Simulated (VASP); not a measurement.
# Si2Mo (I4/mmm) in VASP: notebook, part 2 of 2

VASP 6.6.1. Earlier steps stand in the parts before.

## 3. Single point, PBEsol

INCAR

```
PREC = Accurate ; ENCUT = 520
EDIFF = 1E-7 ; ISMEAR = 0
SIGMA = 0.05 ; LREAL = F
LASPH = T ; NELM = 80
ALGO = Normal ; ISIF = 2
LWAVE = F ; LCHARG = F
GGA = PS ; NBANDS = 18
```

KPOINTS

```
Automatic mesh
0
Gamma
  14 14 14
```

POSCAR

```
Si2Mo
1.0
   -1.6085189520      1.6085189520      3.9365666220
    1.6085189520     -1.6085189520      3.9365666220
    1.6085189520      1.6085189520     -3.9365666220
Si Mo
2 1
Direct
    0.3351149525      0.3351149525      0.0000000000
    0.6648850475      0.6648850475      0.0000000000
    0.0000000000      0.0000000000      0.0000000000
```

Potentials or basis: VASP PAW PBE potentials, release 64 (Si, Mo_sv).

Launch:

```
> cat potpaw_PBE.64/Si/POTCAR potpaw_PBE.64/Mo_sv/POTCAR > POTCAR
> mpirun -np 1 vasp_std > vasp.out
```

Run time: 3.7 min. Hardware: 1 thread of Intel Xeon Platinum 8259CL at 2.50GHz (Skylake/Cascade Lake), shared host; peak memory 0.32 GiB.

Results (log left out):

```yaml
Free_energy: -25.0666 eV
Pressure: -4.6 GPa
Largest_force: 0.042 eV/Å
Band_gap_on_the_k_mesh: zero (band 11 reaches 12.45 eV, above the bottom of band 12 at 11.51 eV)
```

Forces on the atoms (eV/Å):
```
Si   0.000  0.000  0.042
Si   0.000  0.000 -0.042
Mo   0.000  0.000  0.000
```

Levels at points of the mesh, in eV from the Fermi level:
```csv
k point,band 8,band 9,band 10,band 11,band 12,band 13,band 14,band 15
"(0.00, 0.00, 0.00)",-3.07,-2.63,-2.63,0.32,3.04,3.17,3.43,3.43
"(0.50, 0.00, 0.00)",-4.49,-2.59,-2.59,-0.54,2.15,3.04,3.93,4.13
"(0.50, 0.50, 0.00)",-5.23,-4.44,-3.05,-1.26,2.20,2.62,3.07,3.27
"(0.50, 0.50, 0.50)",-2.22,-0.61,-0.61,-0.52,-0.52,0.45,4.66,4.94
```

Caveat: the PAW data sets were made with another functional, which shifts forces and pressure a little.

## 4. Single point, LDA

INCAR

```
SYSTEM = Si2Mo
PREC = Accurate ; ENCUT = 520
EDIFF = 1E-6 ; ISMEAR = 0
SIGMA = 0.05 ; LREAL = .FALSE.
LASPH = .TRUE. ; NELM = 100
ALGO = Normal ; ISIF = 2
LWAVE = .FALSE. ; LCHARG = .FALSE.
NBANDS = 18
```

KPOINTS

```
Automatic mesh
0
G
  14 14 14
  0 0 0
```

POSCAR is that of step 3.

Potentials or basis: VASP PAW LDA potentials, release 64 (Si, Mo_sv).

Launch:

```
> cat potpaw_LDA.64/Si/POTCAR potpaw_LDA.64/Mo_sv/POTCAR > POTCAR
> mpirun -np 1 vasp_std > vasp.out
```

OUTCAR:

```text
SYSTEM = Si2Mo
   PREC = Accurate
   ENCUT = 520
   EDIFF = 1E-6
   ISMEAR = 0
   LREAL = .FALSE.
   LASPH = .TRUE.
   NELM = 100
   ISIF = 2

 ion  position               nearest neighbor table
   1  0.335  0.335  0.000-   2 2.60   3 2.62   3 2.62   3 2.62   3 2.62   3 2.64   2 2.64   2 2.64
                             2 2.64   2 2.64
   2  0.665  0.665  0.000-   1 2.60   3 2.62   3 2.62   3 2.62   3 2.62   3 2.64   1 2.64   1 2.64
                             1 2.64   1 2.64
   3  0.000  0.000  0.000-   2 2.62   1 2.62   2 2.62   1 2.62   2 2.62   1 2.62   1 2.62   2 2.62
                             1 2.64   2 2.64

  LATTYP: Found a body centered tetragonal cell.
[... 696 lines left out ...]

 [... further k-points ...]
[... 5 lines left out ...]
  --------------------------------------------------------------------------------------
  -------------------------------------------------------------------------------------
  Total       -1.8910770     -1.8910770     -2.0349515      0.0000000      0.0000000      0.0000000
  in kB      -74.3686393    -74.3686393    -80.0266598      0.0000000      0.0000000      0.0000000
  external PRESSURE =     -76.2546461 kB  Pullay stress =       0.0000000 kB

 VOLUME and BASIS-vectors are now :
 -----------------------------------------------------------------------------
  energy-cutoff  :      520.00
  volume of cell :       40.74
      direct lattice vectors                 reciprocal lattice vectors
    -1.608518952  1.608518952  3.936566622     0.000000000  0.310844954  0.127014236
     1.608518952 -1.608518952  3.936566622     0.310844954  0.000000000  0.127014236
     1.608518952  1.608518952 -3.936566622     0.310844954  0.310844954  0.000000000

 POSITION                                       TOTAL-FORCE (eV/Angst)
 -----------------------------------------------------------------------------------
      0.00000      0.00000      2.63840         0.000000      0.000000      0.098163
      0.00000      0.00000      5.23473        -0.000000     -0.000000     -0.098163
      0.00000      0.00000      0.00000        -0.000000     -0.000000      0.000000
 -----------------------------------------------------------------------------------
    total drift:                               -0.000000     -0.000000     -0.000000

  FREE ENERGIE OF THE ION-ELECTRON SYSTEM (eV)
  ---------------------------------------------------
  free  energy   TOTEN  =       -25.7836510423 eV

  energy  without entropy=      -25.7830912063  energy(sigma->0) =      -25.78337112
```

OSZICAR:

```text
N       E                     dE             d eps       ncg     rms          rms(c)
DAV:   1     0.126320764499E+03    0.12632E+03   -0.11135E+04  8784   0.116E+03
DAV:   2    -0.230907390623E+02   -0.14941E+03   -0.14641E+03  9930   0.307E+02
DAV:   3    -0.267062459088E+02   -0.36155E+01   -0.35703E+01 11088   0.426E+01
DAV:   4    -0.267298510923E+02   -0.23605E-01   -0.23584E-01 10106   0.360E+00
DAV:   5    -0.267300222199E+02   -0.17113E-03   -0.17112E-03 10410   0.339E-01    0.215E+01
DAV:   6    -0.259637546731E+02    0.76627E+00   -0.56887E+00  9584   0.164E+01    0.430E+00
DAV:   7    -0.258257911864E+02    0.13796E+00   -0.88164E-01  9396   0.625E+00    0.447E+00
DAV:   8    -0.257846503741E+02    0.41141E-01   -0.11019E-01  9598   0.248E+00    0.371E-01
DAV:   9    -0.257837909033E+02    0.85947E-03   -0.19582E-03 10258   0.376E-01    0.211E-01
DAV:  10    -0.257836600004E+02    0.13090E-03   -0.42887E-04  9890   0.173E-01    0.550E-02
DAV:  11    -0.257836521893E+02    0.78111E-05   -0.78641E-05  9852   0.654E-02    0.206E-02
DAV:  12    -0.257836511649E+02    0.10244E-05   -0.71071E-06  9736   0.169E-02    0.603E-03
DAV:  13    -0.257836510423E+02    0.12257E-06   -0.55248E-07  4896   0.661E-03
   1 F= -.25783651E+02 E0= -.25783371E+02  d E =-.559836E-03
```

stdout:

```text
POSCAR found type information on POSCAR SiMo
 POSCAR found :  2 types and       3 ions
 scaLAPACK will be used
 LDA part: xc-table for (Slater(with rela. corr.)+CA(PZ))
 , standard interpolation
 POSCAR, INCAR and KPOINTS ok, starting setup
 FFT: planning ... GRIDC
 FFT: planning ... GRID_SOFT
 FFT: planning ... GRID
 WAVECAR not read
 entering main loop
```

It took 4.5 min on 1 thread of Intel Xeon Platinum 8259CL at 2.50GHz (Skylake/Cascade Lake), shared host; peak memory 0.29 GiB.

What came out:

* Free energy: -25.7837 eV
* Pressure: -7.6 GPa
* Largest force: 0.098 eV/Å
* Band gap on the k mesh: zero (band 11 reaches 12.47 eV, above the bottom of band 12 at 11.53 eV)

Forces in eV/Å, atoms in the order of the input:
```
Si   0.000  0.000  0.098
Si   0.000  0.000 -0.098
Mo   0.000  0.000  0.000
```

Levels at points of the mesh, in eV from the Fermi level:
```csv
k point,band 7,band 8,band 9,band 10,band 11,band 12,band 13,band 14,band 15,band 16
"(0.00, 0.00, 0.00)",-3.46,-3.06,-2.62,-2.62,0.32,3.00,3.27,3.42,3.42,3.97
"(0.50, 0.00, 0.00)",-4.93,-4.44,-2.58,-2.58,-0.53,2.13,3.02,3.89,4.11,5.46
"(0.50, 0.50, 0.00)",-5.56,-5.24,-4.41,-3.03,-1.21,2.17,2.59,3.04,3.28,4.76
"(0.50, 0.50, 0.50)",-3.52,-2.20,-0.61,-0.61,-0.51,-0.51,0.45,4.61,4.83,6.04
```

## 5. Overview

| level | potentials or basis | gap on the mesh (eV) | pressure (GPa) | largest force (eV/Å) |
| --- | --- | --- | --- | --- |
| PBE | VASP PAW PBE potentials, release 64 (Si, Mo_sv) | none | 0.2 | - |
| PBEsol | VASP PAW PBE potentials, release 64 (Si, Mo_sv) | none | -4.6 | 0.04 |
| LDA | VASP PAW LDA potentials, release 64 (Si, Mo_sv) | none | -7.6 | 0.10 |

Alike in all rows: task single point; no spin polarisation; cell as given; k mesh 14 × 14 × 14; cutoff (eV) 520; smearing gaussian 0.05 eV.

Caveats: the PAW data sets were made with another functional, which shifts forces and pressure a little (some runs).

Absolute energies hang on the potentials; compare differences alone.
